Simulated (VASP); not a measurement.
# Ba (P6/mmm) in VASP: further runs

Ba is run at these levels: LDA; tasks: single point.

Program: VASP 6.6.1. These are calculated values, not measurements. Logs are shortened: lines on timing, memory, paths and dates and some standing lists are left out, and cuts for length are marked.

**1. The cell of the first run**

It takes space group P6/mmm (No. 191, hexagonal). Conventional cell: a = 3.967 Å, b = 3.967 Å, c = 3.913 Å, α = 90.00°, β = 90.00°, γ = 120.00°. Within 5.1 Å of Ba (site symmetry 6/mmm) lie 8 Ba at 3.91 to 3.97 Å.

**2. Single point, LDA (strain -0.080 along x and y, +0.000 along z)**

Input file INCAR:

```
SYSTEM = Ba
PREC = Accurate
ENCUT = 520
EDIFF = 1E-7
ISMEAR = 0
SIGMA = 0.15
LREAL = .FALSE.
LASPH = .TRUE.
NELM = 60
ALGO = Fast
ISIF = 2
LWAVE = .FALSE.
LCHARG = .FALSE.
NBANDS = 11
```

Input file KPOINTS:

```
Automatic mesh
0
G
  15 15 12
  0 0 0
```

Input file POSCAR:

```
Ba
1.0
    3.9666846021      0.0000000000      0.0000000000
   -1.9833423011      3.4352496342      0.0000000000
    0.0000000000      0.0000000000      3.9134133000
Ba
1
Direct
    0.0000000000      0.0000000000      0.0000000000
```

Potentials or basis: VASP PAW LDA potentials, release 64 (Ba_sv).

On the command line:

```sh
$ cat potpaw_LDA.64/Ba_sv/POTCAR > POTCAR
$ mpirun -np 1 vasp_std > vasp.out
```

OUTCAR:

```text
SYSTEM = Ba
   PREC = Accurate
   ENCUT = 520
   EDIFF = 1E-7
   ISMEAR = 0
   LREAL = .FALSE.
   LASPH = .TRUE.
   NELM = 60
   ISIF = 2

 ion  position               nearest neighbor table
   1  0.000  0.000  0.000-

  LATTYP: Found a hexagonal cell.
 ALAT       =     3.9666846021
 C/A-ratio  =     0.9865703207

  Lattice vectors:

 A1 = (   3.9666846021,   0.0000000000,   0.0000000000)
 A2 = (  -1.9833423011,   3.4352496342,   0.0000000000)
 A3 = (   0.0000000000,   0.0000000000,   3.9134133000)

Analysis of symmetry for initial positions (statically):
=====================================================================
 Subroutine PRICEL returns:
 Original cell was already a primitive cell.

 Routine SETGRP: Setting up the symmetry group for a
 hexagonal supercell.

 Subroutine GETGRP returns: Found 24 space group operations
 (whereof 24 operations were pure point group operations)
 out of a pool of 24 trial point group operations.

The static configuration has the point symmetry D_6h.

Analysis of symmetry for dynamics (positions and initial velocities):
=====================================================================
 Subroutine PRICEL returns:
 Original cell was already a primitive cell.

 Routine SETGRP: Setting up the symmetry group for a
 hexagonal supercell.

 Subroutine GETGRP returns: Found 24 space group operations
 (whereof 24 operations were pure point group operations)
 out of a pool of 24 trial point group operations.

The dynamic configuration has the point symmetry D_6h.

 Subroutine INISYM returns: Found 24 space group operations
 (whereof 24 operations are pure point group operations),
 and found     1 'primitive' translations

----------------------------------------------------------------------------------------

                                     Primitive cell

  volume of cell :      53.3263

  direct lattice vectors                    reciprocal lattice vectors
     3.966684602  0.000000000  0.000000000     0.252099700  0.145549830  0.000000000
    -1.983342301  3.435249634  0.000000000     0.000000000  0.291099660  0.000000000
     0.000000000  0.000000000  3.913413300     0.000000000  0.000000000  0.255531405

  length of vectors
     3.966684602  3.966684602  3.913413300     0.291099660  0.291099660  0.255531405

  position of ions in fractional coordinates (direct lattice)
     0.000000000  0.000000000  0.000000000

  ion indices of the primitive-cell ions
   primitive index   ion index
                 1           1

----------------------------------------------------------------------------------------

 KPOINTS: Automatic mesh

Automatic generation of k-mesh.
 Grid dimensions read from file:
 generate k-points for:   15   15   12

 Generating k-lattice:

  Cartesian coordinates                     Fractional coordinates (reciprocal lattice)
     0.016806647  0.009703322  0.000000000     0.066666667 -0.000000000  0.000000000
     0.000000000  0.019406644  0.000000000     0.000000000  0.066666667  0.000000000
     0.000000000  0.000000000  0.021294284     0.000000000  0.000000000  0.083333333

  Length of vectors
     0.019406644  0.019406644  0.021294284

  Shift w.r.t. Gamma in fractional coordinates (k-lattice)
     0.000000000  0.000000000  0.000000000

 Subroutine IBZKPT returns following result:
 ===========================================

 Found    189 irreducible k-points:

 Following reciprocal coordinates:
            Coordinates               Weight
  0.000000  0.000000  0.000000      1.000000
  0.066667 -0.000000  0.000000      6.000000
  0.133333  0.000000  0.000000      6.000000
  0.200000 -0.000000  0.000000      6.000000
  0.266667  0.000000  0.000000      6.000000
  0.333333 -0.000000  0.000000      6.000000
[... 16 lines left out ...]
  0.333333  0.200000  0.000000     12.000000
  0.400000  0.200000  0.000000      6.000000
 [... further k-points ...]
   k-points           NKPTS =    189   k-points in BZ     NKDIM =    189   number of bands    NBANDS=     11
   number of dos      NEDOS =    301   number of ions     NIONS =      1
   total plane-waves  NPLWV =  27000
   dimension x,y,z NGX =    30 NGY =   30 NGZ =   30
   dimension x,y,z NGXF=    60 NGYF=   60 NGZF=   60
   ions per type =               1
   NGX,Y,Z   is equivalent  to a cutoff of  12.57, 12.57, 12.74 a.u.
   NGXF,Y,Z  is equivalent  to a cutoff of  25.15, 25.15, 25.49 a.u.
 SYSTEM =  Ba
   PREC   = accura    normal or accurate (medium, high low for compatibility)
   ISTART =      0    job   : 0-new  1-cont  2-samecut
   ICHARG =      2    charge: 1-file 2-atom 10-const
   ISPIN  =      1    spin polarized calculation?
   LNONCOLLINEAR =      F non collinear calculations
   LSORBIT =      F    spin-orbit coupling
   LASPH  =      T    aspherical Exc in radial PAW
   ENCUT  =  520.0 eV  38.22 Ry    6.18 a.u.   7.38  7.38  7.28*2*pi/ulx,y,z
   NELM   =     60;   NELMIN=  2; NELMDL= -5     # of ELM steps
   EDIFF  = 0.1E-06   stopping-criterion for ELM
   LREAL  =      F    real-space projection
   EDIFFG = 0.1E-05   stopping-criterion for IOM
   NSW    =      0    number of steps for IOM
   IBRION =     -1    ionic relax: 0-MD 1-quasi-New 2-CG
   NFREE  =      0    steps in history (QN), initial steepest desc. (CG)
   ISIF   =      2    stress and relaxation
   ISYM   =      2    0-nonsym 1-usesym 2-fastsym
   POTIM  = 0.5000    time-step for ionic-motion
   TEBEG  =    0.0;   TEEND  =   0.0 temperature during run
   PSTRESS=    0.0 pullay stress
   NELECT =      10.0000    total number of electrons
   NUPDOWN=      -1.0000    fix difference up-down
   EMIN   =  10.00;   EMAX   =-10.00  energy-range for DOS
   EFERMI =   0.00;   METHOD = LEGACY
   ISMEAR =     0;   SIGMA  =   0.15  broadening in eV -4-tet -1-fermi 0-gaus
   EFERMI_NEDOS =   21; number of points for ismear=-14 and -15
   IALGO  =     68    algorithm
   IMIX   =      4    mixing-type and parameters
     AMIX     =   0.40;   BMIX     =  1.00
     AMIX_MAG =   1.60;   BMIX_MAG =  1.00
  volume/ion in A,a.u.               =      53.33       359.86
  Fermi-wavevector in a.u.,A,eV,Ry     =   0.937046  1.770760 11.946668  0.878055
  Thomas-Fermi vector in A             =   2.064117
   LORBIT       =      0    0 simple, 1 ext, 2 COOP (PROOUT), +10 PAW based schemes
   GGA     = CA    functional components
   LHFCALC =     F    Hartree Fock is set to
   AEXX    =    0.0000 exact exchange contribution
   IVDW    =     0    specifies the selected vdW correction
   LEPSILON=     F    determine dielectric tensor
   LRPA    =     F    only Hartree local field effects (RPA)
 non-spin polarized calculation
 RMM-DIIS sequential band-by-band and
 Gauss-broadening in eV      SIGMA  =   0.15
  energy-cutoff  :      520.00
  volume of cell :       53.33
 maximum number of plane-waves:      1497
 NGX is ok and might be reduce to    30
   NGX = 15   NGY = 15   NGZ = 15

 number of electron      10.0000000 magnetization

 number of electron       9.9999999 magnetization

 Free energy of the ion-electron system (eV)
  ---------------------------------------------------
  ext. energy  EPLUGINS =         0.00000000
  ---------------------------------------------------
  free energy    TOTEN  =        -2.07642976 eV

  energy without entropy =       -2.06206316  energy(sigma->0) =       -2.06924646

 E-fermi :   1.9996     XC(G=0):  -8.1609

 val. band max:        1.9990646248   @ k =   0.3333   0.2000   0.2500
 cond. band min:       2.0092948417   @ k =   0.3333   0.2000   0.1667
 fundamental gap:      0.0102302169
 Fermi energy:         1.9995829786

 k-point     1 :       0.0000    0.0000    0.0000
  band No.  band energies     occupation
      1     -26.7719      2.00000
      2     -11.6082      2.00000
      3     -11.4767      2.00000
      4     -11.4767      2.00000
      5      -0.7166      2.00000
      6       1.9355      1.45398
      7       3.9545      0.00000
      8       3.9545      0.00000
      9       7.5793      0.00000
     10       7.5793      0.00000
     11       8.7990      0.00000

 k-point     2 :       0.0667   -0.0000    0.0000
  band No.  band energies     occupation
      1     -26.7669      2.00000
      2     -11.6027      2.00000
      3     -11.5268      2.00000
      4     -11.4874      2.00000
      5      -0.6151      2.00000
      6       1.9914      1.06155
      7       3.7950      0.00000
      8       4.0568      0.00000
      9       7.2589      0.00000
     10       7.5454      0.00000
     11       9.1112      0.00000

 k-point     3 :       0.1333    0.0000    0.0000
  band No.  band energies     occupation
      1     -26.7528      2.00000
      2     -11.6650      2.00000
      3     -11.5870      2.00000
      4     -11.5173      2.00000
      5      -0.3322      2.00000
      6       2.1452      0.16972
      7       3.4403      0.00000
      8       4.3595      0.00000
      9       6.6442      0.00000
     10       7.4524      0.00000
     11       9.9267      0.00000

 k-point     4 :       0.2000   -0.0000    0.0000
  band No.  band energies     occupation
      1     -26.7319      2.00000
      2     -11.8599      2.00000
      3     -11.5637      2.00000
      4     -11.5607      2.00000
      5       0.0705      2.00000
      6       2.3123      0.00319
      7       3.1498      0.00000
      8       4.8509      0.00000
      9       6.0253      0.00000
     10       7.3225      0.00000
     11      10.2836      0.00000
[... 239 lines left out ...]
 k-point    22 :       0.2667    0.2000    0.0000
  band No.  band energies     occupation
      1     -26.6613      2.00000
      2     -12.3109      2.00000
      3     -11.8648      2.00000
      4     -11.4850      2.00000
      5       1.6359      1.99939
      6       2.3989      0.00017
      7       3.1790      0.00000
      8       5.0077      0.00000
      9       6.3013      0.00000
     10       6.9046      0.00000
     11       9.3172      0.00000

 k-point    23 :       0.3333    0.2000    0.0000
  band No.  band energies     occupation
      1     -26.6495      2.00000
      2     -12.3667      2.00000
      3     -11.9298      2.00000
      4     -11.4718      2.00000
      5       1.8002      1.93985
      6       2.5608      0.00000
      7       3.3231      0.00000
      8       4.9108      0.00000
      9       6.1057      0.00000
     10       7.3110      0.00000
     11       8.7110      0.00000

 k-point    24 :       0.4000    0.2000    0.0000
  band No.  band energies     occupation
      1     -26.6453      2.00000
      2     -12.3856      2.00000
      3     -11.9534      2.00000
      4     -11.4671      2.00000
      5       1.8161      1.91628
      6       2.6963      0.00000
      7       3.3524      0.00000
      8       4.8798      0.00000
      9       6.0361      0.00000
     10       7.8240      0.00000
     11       8.0049      0.00000

 [... further k-points ...]

------------------------ aborting loop because EDIFF is reached ----------------------------------------

  FORCE on cell =-STRESS in cart. coord.  units (eV):
  Direction    XX          YY          ZZ          XY          YZ          ZX
  --------------------------------------------------------------------------------------
  -------------------------------------------------------------------------------------
  Total        0.2253345      0.2253345     -0.4545103     -0.0000000      0.0000000      0.0000000
  in kB        6.7701221      6.7701221    -13.6556571     -0.0000000      0.0000000      0.0000000
  external PRESSURE =      -0.0384710 kB  Pullay stress =       0.0000000 kB

 VOLUME and BASIS-vectors are now :
 -----------------------------------------------------------------------------
  energy-cutoff  :      520.00
  volume of cell :       53.33
      direct lattice vectors                 reciprocal lattice vectors
     3.966684602  0.000000000  0.000000000     0.252099700  0.145549830  0.000000000
    -1.983342301  3.435249634  0.000000000     0.000000000  0.291099660  0.000000000
     0.000000000  0.000000000  3.913413300     0.000000000  0.000000000  0.255531405

 POSITION                                       TOTAL-FORCE (eV/Angst)
 -----------------------------------------------------------------------------------
      0.00000      0.00000      0.00000         0.000000      0.000000      0.000000
 -----------------------------------------------------------------------------------
    total drift:                               -0.000000      0.000000     -0.000000

  FREE ENERGIE OF THE ION-ELECTRON SYSTEM (eV)
  ---------------------------------------------------
  free  energy   TOTEN  =        -2.0764297600 eV

  energy  without entropy=       -2.0620631620  energy(sigma->0) =       -2.06924646
```

Run time: 2 min. Hardware: 1 thread of Intel Xeon Platinum 8375C at 2.90GHz (Ice Lake), shared host; peak memory 0.22 GiB.

Results:

| Item | Value |
| --- | --- |
| Free energy | -2.0764 eV |
| Pressure | 0.0 GPa |
| Band gap on the k mesh | zero (band 5 reaches 2.80 eV, above the bottom of band 6 at 1.66 eV) |

Levels at points of the mesh, in eV from the Fermi level:
```tsv
k point	band 2	band 3	band 4	band 5	band 6	band 7	band 8	band 9
(0.00, 0.00, 0.00)	-13.61	-13.48	-13.48	-2.72	-0.06	1.95	1.95	5.58
(0.00, 0.00, 0.50)	-14.42	-13.41	-13.41	-0.95	0.95	2.44	2.44	3.49
```

Caveat: the cell differs from its parent crystal (strain -0.080 along x and y, +0.000 along z); spin-orbit coupling is left out, which moves the levels of the heavy elements.

**3. Single point, LDA (strain -0.040 along x and y, -0.080 along z)**

Input file INCAR:

```
PREC = Accurate ; ENCUT = 520
EDIFF = 1E-6 ; ISMEAR = 0
SIGMA = 0.15 ; LREAL = False
LASPH = True ; NELM = 60
ALGO = Fast ; ISIF = 2
LWAVE = False ; LCHARG = False
GGA = CA ; NBANDS = 11
```

Input file KPOINTS:

```
regular mesh
0
Gamma
  15 15 12
```

Input file POSCAR:

```
Ba
1.0
    4.1391491500      0.0000000000      0.0000000000
   -2.0695745750      3.5846083139      0.0000000000
    0.0000000000      0.0000000000      3.6003402360
Ba
1
Direct
    0.0000000000      0.0000000000      0.0000000000
```

Potentials or basis: VASP PAW LDA potentials, release 64 (Ba_sv).

On the command line:

```sh
$ cat potpaw_LDA.64/Ba_sv/POTCAR > POTCAR
$ mpirun -np 1 vasp_std > vasp.out
```

It took 66 s on 1 thread of Intel Xeon Platinum 8375C at 2.90GHz (Ice Lake), shared host; peak memory 0.23 GiB.

It converged, with:

| Quantity | Value |
| --- | --- |
| Free energy | -2.0714 eV |
| Pressure | -0.1 GPa |
| Band gap on the k mesh | zero (band 5 reaches 2.50 eV, above the bottom of band 6 at 1.66 eV) |

Stress tensor (GPa, compression positive):
```
-0.98  0.00  0.00
 0.00 -0.98  0.00
 0.00  0.00  1.65
```

Levels at points of the mesh, in eV from the Fermi level:
```tsv
k point	band 1	band 2	band 3	band 4	band 5	band 6	band 7	band 8	band 9	band 10
(0.00, 0.00, 0.00)	-28.89	-13.73	-13.73	-13.40	-2.78	-0.15	1.68	1.68	5.80	5.80
(0.00, 0.00, 0.50)	-28.73	-14.88	-13.56	-13.56	-0.60	1.27	2.52	2.52	2.54	2.54
```

Caveat: the cell differs from its parent crystal (strain -0.040 along x and y, -0.080 along z); spin-orbit coupling is left out, which moves the levels of the heavy elements.

(Part 1 of 2 ends here.)
